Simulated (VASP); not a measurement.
# Mn2Te3S: relaxation of cell and atoms with PBE

Crystal: Mn2Te3S.

```xyz
6
Lattice="4.6531 0.0000 0.0000 -2.3266 4.0297 0.0000 0.0000 0.0000 9.6943" Properties=species:S:1:pos:R:3 pbc="T T T"
Mn    0.0000    2.6865    0.0000
Mn    2.3266    1.3432    0.0000
Te    0.0000    0.0000    2.1610
Te    0.0000    0.0000    7.5333
Te    0.0000    0.0000    4.8472
S     0.0000    0.0000    0.0000
```

The cell was generated, and may not be a known phase.

```json
{
  "Program": "VASP 6.6.1",
  "Task": "relaxation of cell and atoms",
  "Functional": "PBE",
  "Potentials or basis": "VASP PAW PBE potentials, release 64 (Mn_pv, Te, S)",
  "Cutoff": "600 eV",
  "k mesh": "3 × 3 × 2",
  "Occupations": "gaussian, width 0.15 eV",
  "Spin": "collinear spin, ferromagnetic start",
  "Starting moments": "[4.0, 4.0, 0.0, 0.0, 0.0, 0.0] μB",
  "Dipole correction": "no",
  "Further INCAR settings": "ALGO = Normal; EDIFF = 1e-06; IBRION = 2; EDIFFG = -0.08; NSW = 36; ISIF = 3"
}
```

```yaml
Relaxed_volume: 28.02 Å³/atom
Relaxed_cell: a = 3.801 Å, b = 3.801 Å, c = 13.435 Å, α = 90.00°, β = 90.00°, γ = 120.00°
Space_group_after_relaxing_to_0.1_Å: P6/mmm (No. 191)
Energy_gained_by_relaxing: 709.7 meV/atom
Ionic_steps: 19
Pressure_after_relaxing: 0.4 GPa
Largest_force_after_relaxing: 0.048 eV/Å
Net_moment: -1.39 μB per cell
Site_moments: Mn -0.63; Te -0.01, +0.01 (each value once); S +0.01 μB
Valence_electrons_inside_the_program's_atomic_spheres: Mn 12.16; Te 3.21; S 3.74
```

Forces on the atoms (eV/Å):
```
Mn   0.000  0.000  0.000
Mn   0.000  0.000  0.000
Te   0.000  0.000  0.048
Te   0.000  0.000 -0.048
Te   0.000  0.000  0.000
S    0.000  0.000  0.000
```

Step by step:
| step | energy change (eV) | largest force (eV/Å) | pressure (GPa) | volume (Å³) |
| --- | --- | --- | --- | --- |
| 1 | 0.0000 | 5.7053 | 8.81 | 181.77 |
| 2 | -0.4009 | 0.6408 | -9.34 | 223.27 |
| 3 | -0.5757 | 0.6233 | -9.02 | 217.93 |
| 4 | -0.6711 | 0.6471 | -8.72 | 214.08 |
| 5 | -0.6799 | 0.9181 | -7.31 | 205.41 |
| 6 | -0.7222 | 0.7575 | -7.99 | 209.02 |
| 7 | -3.5980 | 0.5173 | -4.95 | 172.44 |
| 8 | -3.8372 | 0.4869 | -2.63 | 165.62 |
| 9 | -3.9359 | 0.5636 | 2.86 | 152.25 |
| 10 | -3.9533 | 0.5485 | 1.03 | 155.80 |
| 11 | -3.9527 | 0.5550 | 1.54 | 154.79 |
| 12 | -4.0424 | 0.5690 | 1.28 | 156.97 |
| 13 | -4.1432 | 0.6299 | 1.05 | 163.14 |
| 14 | -4.2096 | 0.4814 | -0.55 | 168.13 |
| 15 | -4.2203 | 0.3967 | -1.22 | 171.21 |
| 16 | -4.2518 | 0.1224 | -0.39 | 169.23 |
| 17 | -4.2544 | 0.0092 | -0.02 | 168.52 |
| 18 | -4.2581 | 0.0441 | 0.35 | 168.15 |
| 19 | -4.2581 | 0.0483 | 0.37 | 168.11 |

Final structure:
```xyz
6
Lattice="3.8012 0.0000 0.0000 -1.9006 3.2919 0.0000 0.0000 0.0000 13.4347" Properties=species:S:1:pos:R:3 pbc="T T T"
Mn    0.0000    2.1946    0.0000
Mn    1.9006    1.0973    0.0000
Te    0.0000    0.0000    3.7572
Te    0.0000    0.0000    9.6775
Te    0.0000    0.0000    6.7174
S     0.0000    0.0000   13.4347
```

Levels at points of the mesh, in eV from the Fermi level:
Spin up:
```csv
k point,band 22,band 23,band 24,band 25,band 26,band 27
"(0.00, 0.00, 0.00)",-0.05,0.40,0.40,1.07,1.07,1.14
"(0.00, 0.00, 0.50)",-0.05,0.40,0.40,1.06,1.06,1.14
```
Spin down:
```tsv
k point	band 21	band 22	band 23	band 24	band 25	band 26	band 27	band 28	band 29	band 30
(0.00, 0.00, 0.00)	-0.42	-0.42	-0.26	0.39	0.39	1.05	1.05	1.58	1.66	1.84
(0.00, 0.00, 0.50)	-0.42	-0.42	-0.26	0.40	0.40	0.92	1.05	1.05	1.84	1.84
```

Wall time 43 min on 1 thread of Intel(R) Xeon(R) 6975P-C (Granite Rapids), on a shared host, peak memory 0.53 GiB.

Caveat: the k points lie up to 0.64 Å⁻¹ apart in the final cell; a cell axis changed by over 15 % at a fixed basis, so the end point is rough; spin-orbit coupling is left out, which moves the levels of the heavy elements; this functional lacks dispersion, which binds layers or chains, so the pressure and a relaxed spacing across them are unreliable; semilocal functionals often make such compounds metallic where correlation or magnetic order opens a gap, which also shifts bond lengths; the run started ferromagnetic, and an antiferromagnetic order may lie lower in energy; the relaxation stopped at a loose force limit of 0.08 eV/Å, so its end isn't a converged minimum. With open d or f shells a metallic result of PBE can be an artefact of self-interaction; +U or a hybrid may open a gap.
